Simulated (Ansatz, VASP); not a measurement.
**Two plane-wave programs on AlP**

Contents of INCAR:

```
SYSTEM = AlP
PREC = Accurate ; ENCUT = 500
EDIFF = 1E-6 ; ISMEAR = 0
SIGMA = 0.02 ; LREAL = .FALSE.
LASPH = .TRUE. ; NELM = 120
ALGO = Normal ; ISIF = 2
LWAVE = .FALSE. ; LCHARG = .FALSE.
GGA = CA ; NBANDS = 11
GGA_COMPAT = .FALSE.
```

KPOINTS

```
regular mesh
0
G
  10 10 10
  0 0 0
```

The input POSCAR:

```
AlP
1.0
    0.0000000000      2.7168897679      2.7168897679
    2.7168897679      0.0000000000      2.7168897679
    2.7168897679      2.7168897679      0.0000000000
Al P
1 1
Direct
    0.0000000000      0.0000000000      0.0000000000
    0.2500000000      0.2500000000      0.2500000000
```

Input for Ansatz:

```yaml
crystal:
  lattice:
    - [0.0, 2.7168897679, 2.7168897679]
    - [2.7168897679, 0.0, 2.7168897679]
    - [2.7168897679, 2.7168897679, 0.0]
  atoms:
    - { symbol: Al, position: [0.0, 0.0, 0.0] }
    - { symbol: P, position: [0.25, 0.25, 0.25] }
basis:
  ecutwfc: 420
kpoints:
  mp_grid: { grid: [10, 10, 10] }
  band_path:
    path:
      - [[0.0, 0.0, 0.0], [-0.5, -0.5, 0.0], [-0.375, -0.375, 0.25]]
      - [[-0.375, 0.0, 0.375], [0.0, 0.0, 0.0], [0.0, 0.0, 0.5], [-0.5, -0.25, 0.25], [-0.5, -0.5, 0.0]]
    npoints: 10
hamiltonian:
  xc: lda
  pseudopotentials: { kind: paw }
scf:
  occupations: { method: gaussian, width: 0.02 }
  n_extra_bands: 7
output:
  forces: true
  stress: true
  eigenvalues: true
  write_density: true
  write_potential: true
  elf: true
  volumetric_format: npy
```

Alike in both runs: task single point; functional LDA; k mesh 10 × 10 × 10; occupations gaussian, width 0.02 eV; no spin polarisation.

|  | VASP | Ansatz |
| --- | --- | --- |
| version | VASP 6.6.1 | Ansatz 0.2.0 |
| potentials or method | VASP PAW LDA potentials, release 64 (Al, P), cutoff 500 eV | scalar-relativistic, plane waves, PAW |
| valence electrons in the cell | 8 | 8 |

|  | VASP | Ansatz | Ansatz less VASP |
| --- | --- | --- | --- |
| gap on the k mesh at the Fermi level (eV) | 1.41 | 1.42 | +0.006 |
| least direct gap on the mesh (eV) | 3.24 | 3.23 | -0.013 |
| pressure (GPa) | 0.1 | 0.0 | -0.05 |

LDA's correlation is that of Perdew and Zunger in VASP and of Perdew and Wang (1992) in Ansatz.
